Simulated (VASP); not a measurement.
Runs of VASP 6.6.1 on Ag. The structure is that of space group Fm-3m (No. 225), or close to it. The cells are those of the table. 

| cell | k mesh | gap on the mesh (eV) | pressure (GPa) |
| --- | --- | --- | --- |
| a = 2.987 Å, angles 60.0°, 1 atom | 18 × 18 × 18 | none | -4.3 |
| a = 2.972, b = 2.994, c = 2.975 Å, angles 59.6, 60.5, 59.8°, 1 atom | 16 × 16 × 16 | none | (a) |
| a = 2.933, b = 2.875, c = 2.875 Å, angles 60.0, 60.7, 60.7°, 1 atom | 16 × 15 × 15 | none | (b) |
| a = 2.785, b = 2.785, c = 2.806 Å, angles 59.7, 59.7, 60.5°, 1 atom | 16 × 16 × 16 | none | 20.5 |
| a = 2.903, b = 2.997, c = 3.023 Å, angles 58.8, 60.4, 60.6°, 1 atom | 16 × 16 × 16 | none | -3.2 |

Alike in all rows: task single point; level PBE; potentials or basis VASP PAW PBE potentials, release 64 (Ag); no spin polarisation; cutoff (eV) 500; smearing gaussian 0.1 eV.

Task: Fill in the values left out.

Result: (a) -3.8; (b) 3.0.

Caveats: the cell stands under tension (at least some runs); the cell stands under pressure (at least some runs).

A k mesh can miss the band edges, and the runs leave out spin-orbit coupling on Ag.

A gap of «none» marks levels without a gap at the run's occupations.
